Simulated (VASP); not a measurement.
# Mo (a cell with a defect) in VASP: single point with PBE

Aim: the single point of Mo (a cell with a defect) with PBE.

All numbers are computed with VASP 6.6.1; they aren't measurements. Logs are shortened: lines on timing, memory, paths and dates and some standing lists are left out, and cuts for length are marked.

## 1. The cell of the first run

The cell holds a defect, 31 atoms: a = 8.942 Å, b = 8.942 Å, c = 8.942 Å, α = 60.00°, β = 60.00°, γ = 60.00°.

## 2. Single point, PBE

The input, INCAR:

```
SYSTEM = Mo
ALGO     = Normal         ! electronic algorithm
EDIFF    = 1E-6           ! SCF threshold, eV
ENCUT    = 400            ! plane-wave cutoff, eV
GGA      = PE             ! functional
GGA_COMPAT= .False.      
ISIF     = 2              ! what is computed and relaxed
ISMEAR   = 1              ! smearing method
LASPH    = .True.         ! aspherical terms in the spheres
LCHARG   = .False.        ! write CHGCAR
LREAL    = Auto         
LWAVE    = .False.        ! write WAVECAR
NBANDS   = 238            ! bands
NELM     = 120            ! most SCF steps
PREC     = Accurate       ! precision mode
SIGMA    = 0.1            ! smearing width, eV
```

The input, KPOINTS:

```
k-points
0
Gamma
  1 1 1
  0 0 0
```

The input, POSCAR:

```
Mo
1.0
    0.0000000000      6.3226243300      6.3226243300
    6.3226243300      0.0000000000      6.3226243300
    6.3226243300      6.3226243300      0.0000000000
Mo
31
Direct
    0.0000587013     -0.0002064142      0.0002394154
    0.1242753310      0.1237761943      0.1244728413
    0.2500405935      0.2497989638      0.2502870601
    0.3767818624      0.3762847523      0.3769908652
    0.0001301389     -0.0002775765      0.5003448470
    0.1242009169      0.1238865963      0.6279469655
    0.2511748121      0.2507897146      0.7493132702
    0.3767269579      0.3763657909      0.8704539745
   -0.0000342721      0.4996922552      0.0003968229
    0.1241533250      0.6273034378      0.1245988867
    0.2510610581      0.7486225480      0.2514730861
    0.3766891238      0.8698020945      0.3770980260
   -0.0000068490      0.4996896970      0.5004391986
    0.1300180561      0.6229674656      0.6237194045
    0.2511355192      0.7485085942      0.7493600403
    0.3724871830      0.8754719597      0.8762283444
    0.5000186126     -0.0003837328      0.0004399344
    0.6276308195      0.1237830395      0.1244865995
    0.7489505995      0.2506822485      0.2514988146
    0.8701484375      0.3762300986      0.3769614251
    0.4999501614     -0.0002458317      0.5003366954
    0.6234314700      0.1295546042      0.6238334885
    0.7488827301      0.2507535589      0.7493061517
    0.8758516834      0.3721712543      0.8762810399
    0.5000335084      0.4997144199      0.0004137522
    0.6233911006      0.6231345560      0.1302858285
    0.7489912791      0.7486548281      0.2514526466
    0.8759456641      0.8756272391      0.3727652391
    0.6235344764      0.6229755748      0.6236909811
    0.7500512455      0.7497916594      0.7502745289
    0.8759992566      0.8754752213      0.8762066492
```

Potentials or basis: VASP PAW PBE potentials, release 64 (Mo_sv).

Run with:

```bash
> cat potpaw_PBE.64/Mo_sv/POTCAR > POTCAR
> mpirun -np 1 vasp_gam > vasp.out
```

OUTCAR:

```text
SYSTEM = Mo
   EDIFF = 1E-6
   ENCUT = 400
   GGA = PE
   ISIF = 2
   ISMEAR = 1
   LASPH = .True.
   LREAL = Auto
   NELM = 120
   PREC = Accurate

 ion  position               nearest neighbor table
   1  0.000  1.000  0.000-   6 2.72  24 2.72  31 2.72  18 2.72  16 2.72   2 2.72  10 2.72  28 2.72
                            23 3.17   7 3.17  19 3.17  15 3.17  27 3.18  11 3.18
   2  0.124  0.124  0.124-   1 2.72  11 2.74   7 2.74  19 2.74  17 2.74   5 2.74   9 2.74   3 2.76
                            28 3.14  16 3.14  24 3.14  20 3.19  12 3.19   8 3.19
   3  0.250  0.250  0.250-  10 2.76  18 2.76   2 2.76   6 2.76   8 2.77  20 2.77   4 2.77  12 2.77
                            25 3.16  21 3.16   9 3.16   5 3.16  17 3.16  13 3.16
   4  0.377  0.376  0.377-  19 2.72   7 2.72  11 2.72  21 2.75  25 2.75  13 2.75   3 2.77  14 3.12
                            26 3.12  22 3.12   6 3.19  18 3.19  10 3.19
   5  0.000  1.000  0.500-   6 2.74  28 2.74  31 2.74   2 2.74  20 2.75  12 2.75  22 2.75  14 2.75
                            11 3.16   3 3.16  23 3.16  30 3.16  15 3.16  19 3.16
   6  0.124  0.124  0.628-   1 2.72   7 2.74  23 2.74  15 2.74  21 2.74  13 2.74   5 2.74   3 2.76
                            16 3.14  31 3.14  24 3.14  12 3.19   4 3.19  20 3.19
   7  0.251  0.251  0.749-  14 2.72  22 2.72   8 2.72   4 2.72   2 2.74   6 2.74  16 2.74  24 2.74
                            17 3.16   9 3.16  21 3.16  13 3.16   1 3.17
   8  0.377  0.376  0.870-  15 2.72  23 2.72   7 2.72  25 2.75  17 2.75   9 2.75   3 2.77  29 3.12
                            22 3.12  14 3.12  18 3.19   2 3.19  10 3.19
   9  1.000  0.500  0.000-  24 2.74  31 2.74   2 2.74  10 2.75  20 2.75  26 2.75  14 2.75   8 2.75
[... 31 lines left out ...]
  25  0.500  0.500  0.000-  16 2.74  24 2.74  10 2.74  18 2.74   4 2.75   8 2.75  26 2.75  29 2.75
                             3 3.16  15 3.16  11 3.16  19 3.16  23 3.16  30 3.16
  26  0.623  0.623  0.130-  27 2.72  11 2.72  19 2.72  17 2.75   9 2.75  25 2.75  30 2.77  20 3.12
                             4 3.12  12 3.12  31 3.19  16 3.19  24 3.19
  27  0.749  0.749  0.251-  29 2.72  26 2.72  12 2.72  20 2.72  18 2.74  10 2.74  28 2.74  31 2.74
                            21 3.16  17 3.16  13 3.16   9 3.16   1 3.18
  28  0.876  0.876  0.373-   1 2.72  19 2.74  11 2.74  27 2.74   5 2.74  13 2.74  21 2.75  30 2.76
                             2 3.14  10 3.14  18 3.14  22 3.19  14 3.19  29 3.19
  29  0.624  0.623  0.624-  23 2.72  27 2.72  15 2.72  13 2.75  25 2.75  21 2.75  30 2.77   8 3.12
                            12 3.12  20 3.12  24 3.19  16 3.19  28 3.19
  30  0.750  0.750  0.750-  28 2.76  31 2.76  16 2.76  24 2.76  22 2.77  29 2.77  14 2.77  26 2.77
                            13 3.16  17 3.16   5 3.16   9 3.16  21 3.16  25 3.16
  31  0.876  0.875  0.876-   1 2.72  15 2.74  27 2.74  23 2.74   9 2.74   5 2.74  17 2.74  30 2.76
                            10 3.14  18 3.14   6 3.14  22 3.19  26 3.19  14 3.19

  LATTYP: Found a face centered cubic cell.
 ALAT       =    12.6452486600

  Lattice vectors:

 A1 = (   0.0000000000,   6.3226243300,   6.3226243300)
 A2 = (   6.3226243300,   0.0000000000,   6.3226243300)
 A3 = (   6.3226243300,   6.3226243300,   0.0000000000)

Analysis of symmetry for initial positions (statically):
=====================================================================
 Subroutine PRICEL returns:
 Original cell was already a primitive cell.

 Routine SETGRP: Setting up the symmetry group for a
 face centered cubic supercell.

 Subroutine GETGRP returns: Found  1 space group operations
 (whereof  1 operations were pure point group operations)
 out of a pool of 48 trial point group operations.

The static configuration has the point symmetry C_1 .

Analysis of symmetry for dynamics (positions and initial velocities):
=====================================================================
 Subroutine PRICEL returns:
 Original cell was already a primitive cell.

 Routine SETGRP: Setting up the symmetry group for a
 face centered cubic supercell.

 Subroutine GETGRP returns: Found  1 space group operations
 (whereof  1 operations were pure point group operations)
 out of a pool of 48 trial point group operations.

The dynamic configuration has the point symmetry C_1 .

 Subroutine INISYM returns: Found  1 space group operations
 (whereof  1 operations are pure point group operations),
 and found     1 'primitive' translations

----------------------------------------------------------------------------------------

                                     Primitive cell

  volume of cell :     505.5011

  direct lattice vectors                    reciprocal lattice vectors
     0.000000000  6.322624330  6.322624330    -0.079081086  0.079081086  0.079081086
     6.322624330  0.000000000  6.322624330     0.079081086 -0.079081086  0.079081086
     6.322624330  6.322624330  0.000000000     0.079081086  0.079081086 -0.079081086

  length of vectors
[... 78 lines left out ...]

  Cartesian coordinates                     Fractional coordinates (reciprocal lattice)
    -0.079081086  0.079081086  0.079081086     1.000000000  0.000000000  0.000000000
     0.079081086 -0.079081086  0.079081086     0.000000000  1.000000000  0.000000000
     0.079081086  0.079081086 -0.079081086     0.000000000  0.000000000  1.000000000

  Length of vectors
     0.136972459  0.136972459  0.136972459

  Shift w.r.t. Gamma in fractional coordinates (k-lattice)
     0.000000000  0.000000000  0.000000000

 Subroutine IBZKPT returns following result:
 ===========================================

 Found      1 irreducible k-points:

 Following reciprocal coordinates:
            Coordinates               Weight
  0.000000  0.000000  0.000000      1.000000
   k-points           NKPTS =      1   k-points in BZ     NKDIM =      1   number of bands    NBANDS=    238
   number of dos      NEDOS =    301   number of ions     NIONS =     31
   total plane-waves  NPLWV = 216000
   dimension x,y,z NGX =    60 NGY =   60 NGZ =   60
   dimension x,y,z NGXF=   120 NGYF=  120 NGZF=  120
   ions per type =              31
   NGX,Y,Z   is equivalent  to a cutoff of  11.16, 11.16, 11.16 a.u.
   NGXF,Y,Z  is equivalent  to a cutoff of  22.31, 22.31, 22.31 a.u.
 SYSTEM =  Mo
   PREC   = accura    normal or accurate (medium, high low for compatibility)
   ISTART =      0    job   : 0-new  1-cont  2-samecut
   ICHARG =      2    charge: 1-file 2-atom 10-const
   ISPIN  =      1    spin polarized calculation?
   LNONCOLLINEAR =      F non collinear calculations
   LSORBIT =      F    spin-orbit coupling
   LASPH  =      T    aspherical Exc in radial PAW
   ENCUT  =  400.0 eV  29.40 Ry    5.42 a.u.  14.58 14.58 14.58*2*pi/ulx,y,z
   NELM   =    120;   NELMIN=  2; NELMDL= -5     # of ELM steps
   EDIFF  = 0.1E-05   stopping-criterion for ELM
   LREAL  =      T    real-space projection
   EDIFFG = 0.1E-04   stopping-criterion for IOM
   NSW    =      0    number of steps for IOM
   IBRION =     -1    ionic relax: 0-MD 1-quasi-New 2-CG
   NFREE  =      0    steps in history (QN), initial steepest desc. (CG)
   ISIF   =      2    stress and relaxation
   ISYM   =      2    0-nonsym 1-usesym 2-fastsym
   POTIM  = 0.5000    time-step for ionic-motion
   TEBEG  =    0.0;   TEEND  =   0.0 temperature during run
   PSTRESS=    0.0 pullay stress
   NELECT =     434.0000    total number of electrons
   NUPDOWN=      -1.0000    fix difference up-down
   EMIN   =  10.00;   EMAX   =-10.00  energy-range for DOS
   EFERMI =   0.00;   METHOD = LEGACY
   ISMEAR =     1;   SIGMA  =   0.10  broadening in eV -4-tet -1-fermi 0-gaus
   EFERMI_NEDOS =   21; number of points for ismear=-14 and -15
   IALGO  =     38    algorithm
   IMIX   =      4    mixing-type and parameters
     AMIX     =   0.40;   BMIX     =  1.00
     AMIX_MAG =   1.60;   BMIX_MAG =  1.00
  volume/ion in A,a.u.               =      16.31       110.04
  Fermi-wavevector in a.u.,A,eV,Ry     =   1.555956  2.940331 32.939700  2.421000
  Thomas-Fermi vector in A             =   2.659822
   LORBIT       =      0    0 simple, 1 ext, 2 COOP (PROOUT), +10 PAW based schemes
   GGA     = PE    functional components
   LHFCALC =     F    Hartree Fock is set to
   AEXX    =    0.0000 exact exchange contribution
   IVDW    =     0    specifies the selected vdW correction
   LEPSILON=     F    determine dielectric tensor
   LRPA    =     F    only Hartree local field effects (RPA)
 non-spin polarized calculation
 Methfessel and Paxton  Order N= 1 SIGMA  =   0.10
  energy-cutoff  :      400.00
  volume of cell :      505.50
 maximum number of plane-waves:      4629
 NGX is ok and might be reduce to    60
   NGX = 29   NGY = 29   NGZ = 29

 number of electron     433.9999914 magnetization

 Free energy of the ion-electron system (eV)
  ---------------------------------------------------
  ext. energy  EPLUGINS =         0.00000000
  ---------------------------------------------------
  free energy    TOTEN  =      -350.03334392 eV

  energy without entropy =     -350.08739422  energy(sigma->0) =     -350.05136069

 E-fermi :  11.5463     XC(G=0): -13.0918

 val. band max:       11.4803482107   @ k =   0.0000   0.0000   0.0000
 cond. band min:      12.2377435558   @ k =   0.0000   0.0000   0.0000
 fundamental gap:      0.7573953450
 Fermi energy:        11.5463328519

 k-point     1 :       0.0000    0.0000    0.0000
  band No.  band energies     occupation
      1     -49.2956      2.00000
      2     -49.1989      2.00000
      3     -49.1079      2.00000
      4     -49.1078      2.00000
      5     -49.1078      2.00000
      6     -49.0733      2.00000
[... 221 lines left out ...]
    228      13.5187     -0.00000
    229      13.5188     -0.00000
 [bands above 229 left out]

------------------------ aborting loop because EDIFF is reached ----------------------------------------

  FORCE on cell =-STRESS in cart. coord.  units (eV):
  Direction    XX          YY          ZZ          XY          YZ          ZX
  --------------------------------------------------------------------------------------
  -------------------------------------------------------------------------------------
  Total      -42.7951707    -42.8037371    -42.7962551     -0.0006406      0.0031802     -0.0002070
  in kB     -135.6385740   -135.6657249   -135.6420108     -0.0020303      0.0100795     -0.0006560
  external PRESSURE =    -135.6487699 kB  Pullay stress =       0.0000000 kB

 VOLUME and BASIS-vectors are now :
 -----------------------------------------------------------------------------
  energy-cutoff  :      400.00
  volume of cell :      505.50
      direct lattice vectors                 reciprocal lattice vectors
     0.000000000  6.322624330  6.322624330    -0.079081086  0.079081086  0.079081086
     6.322624330  0.000000000  6.322624330     0.079081086 -0.079081086  0.079081086
     6.322624330  6.322624330  0.000000000     0.079081086  0.079081086 -0.079081086

 POSITION                                       TOTAL-FORCE (eV/Angst)
 -----------------------------------------------------------------------------------
      6.32283      0.00188      6.32169         0.001378      0.013203     -0.008539
      1.56959      1.57274      1.56834         0.009891     -0.000983      0.007275
      3.16186      3.16338      3.16030        -0.001414      0.009678     -0.006634
      4.76268      4.76582      4.76136         0.013912      0.002554      0.007616
      9.48436      3.16432      6.32169        -0.001593      0.000720     -0.009371
      4.75356      4.75555      1.56856        -0.005104     -0.010674      0.003970
[... 23 lines left out ...]
      9.48435      9.48600      9.48294        -0.001853      0.010917     -0.006988
     11.07523     11.07854     11.07392        -0.000354     -0.011613     -0.002278
 -----------------------------------------------------------------------------------
    total drift:                               -0.001093     -0.002777      0.001587

  FREE ENERGIE OF THE ION-ELECTRON SYSTEM (eV)
  ---------------------------------------------------
  free  energy   TOTEN  =      -350.0333439189 eV

  energy  without entropy=     -350.0873942221  energy(sigma->0) =     -350.05136069
```

Run time: 9.2 min. Hardware: 1 thread of Intel Xeon 8259CL, shared host; peak memory 0.47 GiB.

What came out:

| Quantity | Value |
| --- | --- |
| Free energy | -350.0333 eV |
| Pressure | -13.6 GPa |
| Largest force | 0.025 eV/Å |
| Band gap on the k mesh | 0.76 eV |

Forces on the atoms (eV/Å):
```
Mo   0.001  0.013 -0.009
Mo   0.010 -0.001  0.007
Mo  -0.001  0.010 -0.007
Mo   0.014  0.003  0.008
Mo  -0.002  0.001 -0.009
Mo  -0.005 -0.011  0.004
Mo  -0.003 -0.003 -0.017
Mo  -0.007 -0.013  0.004
Mo  -0.002  0.008  0.004
Mo  -0.012 -0.001 -0.006
Mo   0.000  0.001  0.004
Mo  -0.015  0.002 -0.012
Mo  -0.006  0.001  0.002
Mo  -0.003  0.004  0.012
Mo   0.012 -0.002  0.007
Mo  -0.002 -0.002  0.011
Mo   0.000  0.000  0.006
Mo   0.009 -0.009  0.000
Mo  -0.009 -0.002  0.007
Mo   0.017 -0.009 -0.002
Mo  -0.001  0.018  0.001
Mo   0.006 -0.018  0.009
Mo  -0.001  0.024  0.007
Mo  -0.001 -0.007  0.005
Mo  -0.004  0.000  0.000
Mo   0.007  0.009 -0.013
Mo  -0.003  0.001  0.005
Mo   0.004  0.000 -0.010
Mo  -0.001 -0.017 -0.009
Mo  -0.002  0.011 -0.007
Mo   0.000 -0.012 -0.002
```

Levels at points of the mesh, in eV from the valence-band top:
```csv
k point,band 214,band 215,band 216,band 217,band 218,band 219,band 220,band 221
"(0.00, 0.00, 0.00)",-0.06,0.00,0.00,0.00,0.76,0.76,0.76,1.42
```

Caveat: the k points lie up to 0.86 Å⁻¹ apart.
